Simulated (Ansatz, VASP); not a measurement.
# One calculation of C, two programs

The input INCAR:

```
ALGO = Normal
EDIFF = 1E-6
EDIFFG = -0.005
ENCUT = 600
GGA = PE
IBRION = 2
ISIF = 3
ISMEAR = 0
IVDW = 12
LASPH = T
LCHARG = F
LREAL = F
LWAVE = F
NELM = 100
NSW = 70
PREC = Accurate
SIGMA = 0.02
```

KPOINTS

```
k-points
0
Gamma
  12 12 12
```

Contents of POSCAR:

```
C
1.0
    0.0000000000      1.7857368633      1.7857368633
    1.7857368633      0.0000000000      1.7857368633
    1.7857368633      1.7857368633      0.0000000000
C
2
Direct
    0.0000000000      0.0000000000      0.0000000000
    0.2500000000      0.2500000000      0.2500000000
```

Input for Ansatz:

```yaml
crystal:
  lattice:
    - [0.0, 1.7857368639, 1.7857368639]
    - [1.7857368639, 0.0, 1.7857368639]
    - [1.7857368639, 1.7857368639, 0.0]
  atoms:
    - { symbol: C, position: [0.0, 0.0, 0.0] }
    - { symbol: C, position: [0.25, 0.25, 0.25] }
basis:
  ecutwfc: 420
kpoints:
  mp_grid: { grid: [12, 12, 12] }
hamiltonian:
  xc: pbe
  dispersion: d3bj
scf:
  occupations: { method: gaussian, width: 0.02 }
output:
  forces: true
  stress: true
  eigenvalues: true
relax:
  adjacent_minimum: "off"
  f_tol: 0.005
  max_steps: 50
  cell: { stress_tol: 0.05 }
```

Alike in both runs: task relaxation of cell and atoms; functional PBE; dispersion D3(BJ); k mesh 12 × 12 × 12; occupations gaussian, width 0.02 eV; no spin polarisation.

|  | VASP | Ansatz |
| --- | --- | --- |
| version | VASP 6.6.1 | Ansatz 0.2.0 |
| potentials or method | VASP PAW PBE potentials, release 64 (C), cutoff 600 eV | scalar-relativistic, plane waves, PAW |
| valence electrons in the cell | 8 | 8 |

```csv
,VASP,Ansatz,Ansatz less VASP
"gap on the k mesh at the Fermi level, each at its own relaxed structure (eV)",4.17,4.18,+0.007
relaxed volume (Å³/atom),5.63,5.62,0.000
relaxed cell length with the largest relative difference (Å),2.515,2.515,0.0000
```
